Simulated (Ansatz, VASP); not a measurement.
# Two plane-wave programs on Cu

```
Cu
1.0
     2.42999    0.00000    0.00000
     0.00000    2.42999    0.00000
     0.00000    0.00000    2.42999
Cu
1
Direct
  0.00000 0.00000 0.00000
```

Alike in both runs: task single point; functional revPBE; k mesh 14 × 14 × 14; occupations fermi-dirac, width 0.1 eV; no spin polarisation.

|  | VASP | Ansatz |
| --- | --- | --- |
| version | VASP 6.6.1 | Ansatz 0.2.0 |
| potentials or method | VASP PAW PBE potentials, release 64 (Cu), cutoff 520 eV | plane waves (420 eV) with PAW, scalar-relativistic |
| valence electrons in the cell | 11 | 19 |

Ansatz gave:

* pressure (GPa): 0.0

**Question.** What did VASP give for the same quantities?

**Answer.** Pressure (GPa): 0.6.

VASP's potentials were made for PBE, not for revPBE. VASP's potentials hold 11 valence electrons a cell and Ansatz's 19, so a difference there can come from the potentials and not from the codes.
